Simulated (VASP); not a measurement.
Here is a VASP 6.6.1 calculation.

INCAR

```
PREC = Accurate
ENCUT = 520
EDIFF = 1E-7
ISMEAR = 0
SIGMA = 0.1
LREAL = F
LASPH = T
NELM = 100
ALGO = Normal
ISIF = 2
LWAVE = F
LCHARG = T
GGA = PE
LELF = T
LVHAR = T
NBANDS = 25
```

KPOINTS

```
Automatic mesh
0
Gamma
  4 4 2
```

Contents of POSCAR:

```
ScSbTe3
1.0
    2.5050310900     -4.4119661300      0.0000000000
    2.5050310900      4.4119661300      0.0000000000
    0.0000000000      0.0000000000      7.8560989500
Sc Sb Te
1 1 3
Direct
    0.5000000000      0.5000000000      0.5000000000
    0.5000000000      0.5000000000      0.0000000000
    0.0000000000      0.5000000000      0.0000000000
    0.5000000000      0.0000000000      0.0000000000
    0.0000000000      0.0000000000      0.0000000000
```

Potentials or basis: VASP PAW PBE potentials, release 64 (Sc_sv, Sb, Te).

Command:

```sh
$ cat potpaw_PBE.64/Sc_sv/POTCAR potpaw_PBE.64/Sb/POTCAR potpaw_PBE.64/Te/POTCAR > POTCAR
$ mpirun -np 1 vasp_std > vasp.out
```

(1) Estimate the band gap on the k mesh.

(2) Estimate the pressure.

Answers

(1) zero (bands 17 and 18 overlap by 0.34 eV).

(2) 48.6 GPa.

Caveat: the k points lie up to 0.40 Å⁻¹ apart; semilocal functionals underestimate gaps, and a narrow one can read as zero; spin-orbit coupling is left out, which moves the levels of the heavy elements.
